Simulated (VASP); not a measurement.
# LuGe3O (Pm-3m) in VASP: single point with PBE

Aim: the single point of LuGe3O with PBE.

Everything below comes from runs of VASP 6.6.1. Logs are shortened: lines on timing, memory, paths and dates and some standing lists are left out, and cuts for length are marked.

## 1. The cell of the first run

The structure is cubic, space group Pm-3m (No. 221). Conventional cell: a = 4.184 Å, b = 4.184 Å, c = 4.184 Å, α = 90.00°, β = 90.00°, γ = 90.00°. Lu (site symmetry m-3m) has 6 Ge at 2.09 Å within 2.8 Å. Within 2.8 Å of Ge (site symmetry 4/mmm) lie 2 Lu at 2.09 Å. O (site symmetry m-3m) has 12 Ge at 2.96 Å and 8 Lu at 3.62 Å within 3.9 Å.

## 2. Single point, PBE

INCAR

```
SYSTEM = LuGe3O
PREC     = Accurate       ! precision mode
ENCUT    = 520            ! plane-wave cutoff, eV
EDIFF    = 1E-7           ! SCF threshold, eV
ISMEAR   = 0              ! smearing method
SIGMA    = 0.1            ! smearing width, eV
LREAL    = .FALSE.        ! projectors in reciprocal space
LASPH    = .TRUE.         ! aspherical terms in the spheres
NELM     = 60             ! most SCF steps
ALGO     = Normal         ! electronic algorithm
ISIF     = 2              ! what is computed and relaxed
LWAVE    = .FALSE.        ! write WAVECAR
LCHARG   = .TRUE.         ! write CHGCAR
GGA      = PE             ! functional
LELF     = .TRUE.         ! ELF
LVHAR    = .TRUE.       
NBANDS   = 44             ! bands
```

KPOINTS

```
regular mesh
0
G
  4 4 4
  0 0 0
```

POSCAR

```
LuGe3O
1.0
    4.1836072700      0.0000000000      0.0000000000
    0.0000000000      4.1836072700      0.0000000000
    0.0000000000      0.0000000000      4.1836072700
Lu Ge O
1 3 1
Direct
    0.0000000000      0.0000000000      0.0000000000
    0.5000000000      0.0000000000      0.0000000000
    0.0000000000      0.5000000000      0.0000000000
    0.0000000000      0.0000000000      0.5000000000
    0.5000000000      0.5000000000      0.5000000000
```

Potentials or basis: VASP PAW PBE potentials, release 64 (Lu, Ge_d, O).

The run is started by

```bash
cat potpaw_PBE.64/Lu/POTCAR potpaw_PBE.64/Ge_d/POTCAR potpaw_PBE.64/O/POTCAR > POTCAR
mpirun -np 1 vasp_std > vasp.out
```

OUTCAR:

```text
SYSTEM = LuGe3O
   PREC = Accurate
   ENCUT = 520
   EDIFF = 1E-7
   ISMEAR = 0
   LREAL = .FALSE.
   LASPH = .TRUE.
   NELM = 60
   ISIF = 2
   GGA = PE

 ion  position               nearest neighbor table
   1  0.000  0.000  0.000-   2 2.09   3 2.09   4 2.09   4 2.09   3 2.09   2 2.09
   2  0.500  0.000  0.000-   1 2.09   1 2.09
   3  0.000  0.500  0.000-   1 2.09   1 2.09
   4  0.000  0.000  0.500-   1 2.09   1 2.09
   5  0.500  0.500  0.500-

  LATTYP: Found a simple cubic cell.
 ALAT       =     4.1836072700

  Lattice vectors:

 A1 = (   4.1836072700,   0.0000000000,   0.0000000000)
 A2 = (   0.0000000000,   4.1836072700,   0.0000000000)
 A3 = (   0.0000000000,   0.0000000000,   4.1836072700)

Analysis of symmetry for initial positions (statically):
=====================================================================
 Subroutine PRICEL returns:
 Original cell was already a primitive cell.

 Routine SETGRP: Setting up the symmetry group for a
 simple cubic supercell.

 Subroutine GETGRP returns: Found 48 space group operations
 (whereof 48 operations were pure point group operations)
 out of a pool of 48 trial point group operations.

The static configuration has the point symmetry O_h .

Analysis of symmetry for dynamics (positions and initial velocities):
=====================================================================
 Subroutine PRICEL returns:
 Original cell was already a primitive cell.

 Routine SETGRP: Setting up the symmetry group for a
 simple cubic supercell.

 Subroutine GETGRP returns: Found 48 space group operations
 (whereof 48 operations were pure point group operations)
 out of a pool of 48 trial point group operations.

The dynamic configuration has the point symmetry O_h .

 Subroutine INISYM returns: Found 48 space group operations
 (whereof 48 operations are pure point group operations),
 and found     1 'primitive' translations

----------------------------------------------------------------------------------------

                                     Primitive cell

  volume of cell :      73.2239

  direct lattice vectors                    reciprocal lattice vectors
     4.183607270  0.000000000  0.000000000     0.239028172  0.000000000  0.000000000
     0.000000000  4.183607270  0.000000000     0.000000000  0.239028172  0.000000000
     0.000000000  0.000000000  4.183607270     0.000000000  0.000000000  0.239028172

  length of vectors
     4.183607270  4.183607270  4.183607270     0.239028172  0.239028172  0.239028172

  position of ions in fractional coordinates (direct lattice)
     0.000000000  0.000000000  0.000000000
     0.500000000  0.000000000  0.000000000
     0.000000000  0.500000000  0.000000000
     0.000000000  0.000000000  0.500000000
     0.500000000  0.500000000  0.500000000

  ion indices of the primitive-cell ions
   primitive index   ion index
                 1           1
                 2           2
                 3           3
                 4           4
                 5           5

----------------------------------------------------------------------------------------

 KPOINTS: regular mesh

Automatic generation of k-mesh.
 Grid dimensions read from file:
 generate k-points for:    4    4    4

 Generating k-lattice:

  Cartesian coordinates                     Fractional coordinates (reciprocal lattice)
     0.059757043  0.000000000  0.000000000     0.250000000  0.000000000  0.000000000
     0.000000000  0.059757043  0.000000000     0.000000000  0.250000000  0.000000000
     0.000000000  0.000000000  0.059757043     0.000000000  0.000000000  0.250000000

  Length of vectors
     0.059757043  0.059757043  0.059757043

  Shift w.r.t. Gamma in fractional coordinates (k-lattice)
     0.000000000  0.000000000  0.000000000

 Subroutine IBZKPT returns following result:
 ===========================================

 Found     10 irreducible k-points:

 Following reciprocal coordinates:
            Coordinates               Weight
  0.000000  0.000000  0.000000      1.000000
  0.250000  0.000000  0.000000      6.000000
  0.500000  0.000000  0.000000      3.000000
  0.250000  0.250000  0.000000     12.000000
  0.500000  0.250000  0.000000     12.000000
  0.500000  0.500000  0.000000      3.000000
  0.250000  0.250000  0.250000      8.000000
  0.500000  0.250000  0.250000     12.000000
  0.500000  0.500000  0.250000      6.000000
  0.500000  0.500000  0.500000      1.000000
   k-points           NKPTS =     10   k-points in BZ     NKDIM =     10   number of bands    NBANDS=     44
   number of dos      NEDOS =    301   number of ions     NIONS =      5
   total plane-waves  NPLWV =  32768
   dimension x,y,z NGX =    32 NGY =   32 NGZ =   32
   dimension x,y,z NGXF=    64 NGYF=   64 NGZF=   64
   ions per type =               1   3   1
   NGX,Y,Z   is equivalent  to a cutoff of  12.72, 12.72, 12.72 a.u.
   NGXF,Y,Z  is equivalent  to a cutoff of  25.43, 25.43, 25.43 a.u.
 SYSTEM =  LuGe3O
   PREC   = accura    normal or accurate (medium, high low for compatibility)
   ISTART =      0    job   : 0-new  1-cont  2-samecut
   ICHARG =      2    charge: 1-file 2-atom 10-const
   ISPIN  =      1    spin polarized calculation?
   LNONCOLLINEAR =      F non collinear calculations
   LSORBIT =      F    spin-orbit coupling
   LASPH  =      T    aspherical Exc in radial PAW
   ENCUT  =  520.0 eV  38.22 Ry    6.18 a.u.   7.78  7.78  7.78*2*pi/ulx,y,z
   NELM   =     60;   NELMIN=  2; NELMDL= -5     # of ELM steps
   EDIFF  = 0.1E-06   stopping-criterion for ELM
   LREAL  =      F    real-space projection
   EDIFFG = 0.1E-05   stopping-criterion for IOM
   NSW    =      0    number of steps for IOM
   IBRION =     -1    ionic relax: 0-MD 1-quasi-New 2-CG
   NFREE  =      0    steps in history (QN), initial steepest desc. (CG)
   ISIF   =      2    stress and relaxation
   ISYM   =      2    0-nonsym 1-usesym 2-fastsym
   POTIM  = 0.5000    time-step for ionic-motion
   TEBEG  =    0.0;   TEEND  =   0.0 temperature during run
   PSTRESS=    0.0 pullay stress
   NELECT =      73.0000    total number of electrons
   NUPDOWN=      -1.0000    fix difference up-down
   EMIN   =  10.00;   EMAX   =-10.00  energy-range for DOS
   EFERMI =   0.00;   METHOD = LEGACY
   ISMEAR =     0;   SIGMA  =   0.10  broadening in eV -4-tet -1-fermi 0-gaus
   EFERMI_NEDOS =   21; number of points for ismear=-14 and -15
   IALGO  =     38    algorithm
   IMIX   =      4    mixing-type and parameters
     AMIX     =   0.40;   BMIX     =  1.00
     AMIX_MAG =   1.60;   BMIX_MAG =  1.00
  volume/ion in A,a.u.               =      14.64        98.83
  Fermi-wavevector in a.u.,A,eV,Ry     =   1.635428  3.090512 36.390498  2.674626
  Thomas-Fermi vector in A             =   2.726903
   LORBIT       =      0    0 simple, 1 ext, 2 COOP (PROOUT), +10 PAW based schemes
   GGA     = PE    functional components
   LHFCALC =     F    Hartree Fock is set to
   AEXX    =    0.0000 exact exchange contribution
   IVDW    =     0    specifies the selected vdW correction
   LEPSILON=     F    determine dielectric tensor
   LRPA    =     F    only Hartree local field effects (RPA)
 non-spin polarized calculation
 Gauss-broadening in eV      SIGMA  =   0.10
  energy-cutoff  :      520.00
  volume of cell :       73.22
 maximum number of plane-waves:      2000
 NGX is ok and might be reduce to    32
   NGX = 15   NGY = 15   NGZ = 15

 number of electron      73.0000066 magnetization

 Free energy of the ion-electron system (eV)
  ---------------------------------------------------
  ext. energy  EPLUGINS =         0.00000000
  ---------------------------------------------------
  free energy    TOTEN  =        -5.90363567 eV

  energy without entropy =       -5.87755660  energy(sigma->0) =       -5.89059614

 E-fermi :   5.7682     XC(G=0): -12.0490

 val. band max:        5.7242650209   @ k =   0.5000   0.5000   0.5000
 cond. band min:       5.8013543367   @ k =   0.2500   0.2500   0.0000
 fundamental gap:      0.0770893158
 Fermi energy:         5.7681847615

 k-point     1 :       0.0000    0.0000    0.0000
  band No.  band energies     occupation
      1     -49.7181      2.00000
      2     -21.2107      2.00000
      3     -21.2107      2.00000
      4     -21.2107      2.00000
      5     -19.4073      2.00000
      6     -19.4073      2.00000
[... 36 lines left out ...]
     43      12.7339      0.00000
     44      12.7339      0.00000

 k-point     2 :       0.2500    0.0000    0.0000
  band No.  band energies     occupation
      1     -49.7123      2.00000
      2     -21.8570      2.00000
      3     -21.2673      2.00000
      4     -21.2673      2.00000
      5     -19.4070      2.00000
      6     -19.3031      2.00000
[... 36 lines left out ...]
     43      11.0195      0.00000
     44      13.7616      0.00000

 k-point     3 :       0.5000    0.0000    0.0000
  band No.  band energies     occupation
      1     -49.7064      2.00000
      2     -22.2946      2.00000
      3     -21.3200      2.00000
      4     -21.3200      2.00000
      5     -19.4066      2.00000
      6     -19.2993      2.00000
[... 36 lines left out ...]
     43      12.6794      0.00000
     44      14.4129      0.00000

 k-point     4 :       0.2500    0.2500    0.0000
  band No.  band energies     occupation
      1     -49.7064      2.00000
      2     -21.8939      2.00000
      3     -21.8857      2.00000
      4     -21.3206      2.00000
      5     -19.3576      2.00000
      6     -19.2596      2.00000
[... 36 lines left out ...]
     43      11.9259      0.00000
     44      12.1271      0.00000

 k-point     5 :       0.5000    0.2500    0.0000
  band No.  band energies     occupation
      1     -49.7006      2.00000
      2     -22.3197      2.00000
      3     -21.9217      2.00000
      4     -21.3707      2.00000
      5     -19.3553      2.00000
      6     -19.2479      2.00000
[... 36 lines left out ...]
     43      13.4549      0.00000
     44      13.8377      0.00000

 k-point     6 :       0.5000    0.5000    0.0000
  band No.  band energies     occupation
      1     -49.6947      2.00000
      2     -22.3444      2.00000
      3     -22.3444      2.00000
      4     -21.4184      2.00000
      5     -19.3523      2.00000
      6     -19.1924      2.00000
[... 36 lines left out ...]
     43      13.0936      0.00000
     44      14.7429      0.00000

 k-point     7 :       0.2500    0.2500    0.2500
  band No.  band energies     occupation
      1     -49.7006      2.00000
      2     -21.9259      2.00000
      3     -21.9259      2.00000
      4     -21.9138      2.00000
      5     -19.2458      2.00000
      6     -19.2418      2.00000
[... 36 lines left out ...]
     43      11.9555      0.00000
     44      11.9555      0.00000

 k-point     8 :       0.5000    0.2500    0.2500
  band No.  band energies     occupation
      1     -49.6947      2.00000
      2     -22.3446      2.00000
      3     -21.9571      2.00000
      4     -21.9492      2.00000
      5     -19.2439      2.00000
      6     -19.2137      2.00000
[... 36 lines left out ...]
     43      12.2188      0.00000
     44      13.7942      0.00000

 k-point     9 :       0.5000    0.5000    0.2500
  band No.  band energies     occupation
      1     -49.6889      2.00000
      2     -22.3689      2.00000
      3     -22.3689      2.00000
      4     -21.9837      2.00000
      5     -19.2236      2.00000
      6     -19.2000      2.00000
[... 36 lines left out ...]
     43      13.2050      0.00000
     44      14.0382      0.00000

 k-point    10 :       0.5000    0.5000    0.5000
  band No.  band energies     occupation
      1     -49.6830      2.00000
      2     -22.3929      2.00000
      3     -22.3929      2.00000
      4     -22.3929      2.00000
      5     -19.2026      2.00000
      6     -19.2026      2.00000
[... 36 lines left out ...]
     43      13.2573      0.00000
     44      13.7711      0.00000

------------------------ aborting loop because EDIFF is reached ----------------------------------------

  FORCE on cell =-STRESS in cart. coord.  units (eV):
  Direction    XX          YY          ZZ          XY          YZ          ZX
  --------------------------------------------------------------------------------------
  -------------------------------------------------------------------------------------
  Total       37.4960861     37.4960861     37.4960861      0.0000000     -0.0000000      0.0000000
  in kB      820.4342696    820.4342696    820.4342696      0.0000000     -0.0000000      0.0000000
  external PRESSURE =     820.4342696 kB  Pullay stress =       0.0000000 kB

 VOLUME and BASIS-vectors are now :
 -----------------------------------------------------------------------------
  energy-cutoff  :      520.00
  volume of cell :       73.22
      direct lattice vectors                 reciprocal lattice vectors
     4.183607270  0.000000000  0.000000000     0.239028172  0.000000000  0.000000000
     0.000000000  4.183607270  0.000000000     0.000000000  0.239028172  0.000000000
     0.000000000  0.000000000  4.183607270     0.000000000  0.000000000  0.239028172

 POSITION                                       TOTAL-FORCE (eV/Angst)
 -----------------------------------------------------------------------------------
      0.00000      0.00000      0.00000         0.000000      0.000000      0.000000
      2.09180      0.00000      0.00000         0.000000      0.000000      0.000000
      0.00000      2.09180      0.00000         0.000000      0.000000      0.000000
      0.00000      0.00000      2.09180         0.000000      0.000000      0.000000
      2.09180      2.09180      2.09180         0.000000      0.000000      0.000000
 -----------------------------------------------------------------------------------
    total drift:                                0.000000      0.000000     -0.000000

  FREE ENERGIE OF THE ION-ELECTRON SYSTEM (eV)
  ---------------------------------------------------
  free  energy   TOTEN  =        -5.9036356714 eV

  energy  without entropy=       -5.8775566046  energy(sigma->0) =       -5.89059614
```

It took 22 s on 1 thread of Intel Xeon 6975P-C (Granite Rapids), shared host; peak memory 0.2 GiB.

What came out:

```
Free energy : -5.9036 eV
Pressure    : 82.0 GPa
```

Caveat: the k points lie up to 0.38 Å⁻¹ apart; spin-orbit coupling is left out, which moves the levels of the heavy elements; an odd number of electrons without spin polarisation forces a metal; a magnetic or distorted state may lie lower.
